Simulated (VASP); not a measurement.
Set up this calculation in VASP 6.6.1, as the native input.

- Task: relaxation of the atoms
- Functional: PBE
- Potentials or basis: VASP PAW PBE potentials, release 64 (Al, Ru_pv)
- Cutoff: 520 eV
- k mesh: 2 × 2 × 2
- Occupations: methfessel-paxton, width 0.013 eV
- Spin: no spin polarisation
- Dipole correction: no
- Further INCAR settings: ALGO = Normal; EDIFF = 1e-06; IBRION = 2; EDIFFG = -0.002; NSW = 50

The structure of AlRu lies in POSCAR:

```
AlRu
1.0
    2.9824954400      0.0000000000      0.0000000000
    0.0000000000      2.9824954400      0.0000000000
    0.0000000000      0.0000000000      2.9824954400
Al Ru
1 1
Direct
    0.0000000000      0.0000000000      0.0000000000
    0.5000000000      0.5000000000      0.5000000000
```

The input as run:

INCAR

```
SYSTEM = AlRu
PREC = Accurate
ENCUT = 520
EDIFF = 1E-6
ISMEAR = 1
SIGMA = 0.013
LREAL = .FALSE.
LASPH = .TRUE.
NELM = 60
ALGO = Normal
ISIF = 2
LWAVE = .FALSE.
LCHARG = .FALSE.
GGA = PE
IBRION = 2
NSW = 50
EDIFFG = -0.002
```

KPOINTS

```
Automatic mesh
0
G
  2 2 2
  0 0 0
```

Potentials or basis: VASP PAW PBE potentials, release 64 (Al, Ru_pv).

Run with:

```bash
$ cat potpaw_PBE.64/Al/POTCAR potpaw_PBE.64/Ru_pv/POTCAR > POTCAR
$ mpirun -np 1 vasp_std > vasp.out
```

It gave:

```
Pressure after relaxing : 12.4 GPa
```

Caveat: the k points lie up to 1.05 Å⁻¹ apart; the relaxation stopped at its first step, so nothing moved.

It took 4 s on 1 thread of Intel Xeon 6975P-C, with other jobs on the host, peak memory 0.13 GiB.
